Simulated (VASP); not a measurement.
B, 2 atoms in the cell. The structure is hexagonal, space group P6_3/mmc (No. 194). Conventional cell: a = 1.648 Å, b = 1.648 Å, c = 5.287 Å, α = 90.00°, β = 90.00°, γ = 120.00°. B (site symmetry -6m2) has 6 B at 1.65 Å within 2.2 Å. 

| Quantity | Value |
| --- | --- |
| Program | VASP 6.6.1 |
| Task | single point |
| Functional | PBEsol |
| Potentials or basis | VASP PAW PBE potentials, release 64 (B) |
| Cutoff | 520 eV |
| k mesh | 21 × 21 × 11 |
| Occupations | fermi-dirac, width 0.08 eV |
| Spin | no spin polarisation |
| Dipole correction | no |
| Further INCAR settings | ALGO = Normal; EDIFF = 1e-06; NBANDS = 10 |

Potentials or basis: VASP PAW PBE potentials, release 64 (B).

The run is started by

```bash
$ cat potpaw_PBE.64/B/POTCAR > POTCAR
$ mpirun -np 1 vasp_std > vasp.out
```

Hardware: 1 thread of Intel Xeon 8259CL, with other jobs on the host.

Task: How long does it take, and how much memory?

Result: Wall time 21 s on 1 thread of Intel Xeon 8259CL, on a shared host, peak memory 0.14 GiB. Counts: scf iterations 10, k points 288.
